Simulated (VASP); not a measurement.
Set up this calculation in VASP 6.6.1, as the native input.

```yaml
Task: single point
Functional: LDA
Potentials_or_basis: VASP PAW LDA potentials, release 64 (Tl_d)
Cutoff: 520 eV
k_mesh: 11 × 11 × 6
Occupations: methfessel-paxton, width 0.2 eV
Spin: no spin polarisation
Dipole_correction: no
Further_INCAR_settings: ALGO = Normal; EDIFF = 1e-06; NBANDS = 20
```

The structure of Tl lies in POSCAR:

```
Tl
1.0
    3.4014029632      0.0000000000      0.0000000000
   -1.7007014816      2.9457013746      0.0000000000
    0.0000000000      0.0000000000      5.4430041633
Tl
2
Direct
    0.3333333333      0.6666666667      0.2500000000
    0.6666666667      0.3333333333      0.7500000000
```

One way to write it, as run:

INCAR

```
  ALGO = Normal
  EDIFF = 1E-6
  ENCUT = 520
  GGA = CA
  ISIF = 2
  ISMEAR = 1
  LASPH = True
  LCHARG = True
  LELF = True
  LREAL = False
  LVHAR = True
  LWAVE = False
  NBANDS = 20
  NELM = 60
  PREC = Accurate
  SIGMA = 0.2
```

KPOINTS

```
k-points
0
Gamma
  11 11 6
```

Potentials or basis: VASP PAW LDA potentials, release 64 (Tl_d).

Command:

```sh
$ cat potpaw_LDA.64/Tl_d/POTCAR > POTCAR
$ mpirun -np 1 vasp_std > vasp.out
```

Results of the run:

The pressure is 0.1 GPa and the band gap on the k mesh is zero (band 13 reaches 10.48 eV, above the bottom of band 14 at 4.51 eV).

Caveat: spin-orbit coupling is left out, which moves the levels of the heavy elements.

Wall time 42 s on 1 thread of AMD EPYC 9R45 (Zen 5), on a shared host, peak memory 0.16 GiB.
